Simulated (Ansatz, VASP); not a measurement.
## One calculation of B, two programs

```
CELL_PARAMETERS angstrom
2.35764 0.00000 0.00000
-1.17882 2.04177 0.00000
0.00000 0.00000 3.91682
ATOMIC_POSITIONS crystal
B 0.33472 0.00000 0.33333
B 0.00000 0.33472 0.66667
B 0.66528 0.66528 0.00000
```

Alike in both runs: functional PBEsol; k mesh 9 × 9 × 6; occupations gaussian, width 0.1 eV; no spin polarisation.

Ansatz relaxed the structure, and its values are those at the end. VASP's run is a single point on that final structure, the one shown.

```csv
,VASP,Ansatz
version,VASP 6.6.1,Ansatz 0.2.0
potentials or method,"VASP PAW PBE potentials, release 64 (B), cutoff 520 eV","scalar-relativistic, plane waves, PAW"
valence electrons in the cell,9,9
```

Ansatz gave:

- gap on the k mesh at the Fermi level (eV): none
- pressure (GPa): -0.1
- rms of the force components (eV/Å): 0.006

Problem. What did VASP give for the same quantities?

Solution. gap on the k mesh at the Fermi level (eV): none; pressure (GPa): 0.1; rms of the force components (eV/Å): 0.006.

VASP's potentials were made for PBE, not for PBEsol. A gap of «none» marks a metal or a gap that the smearing closes.
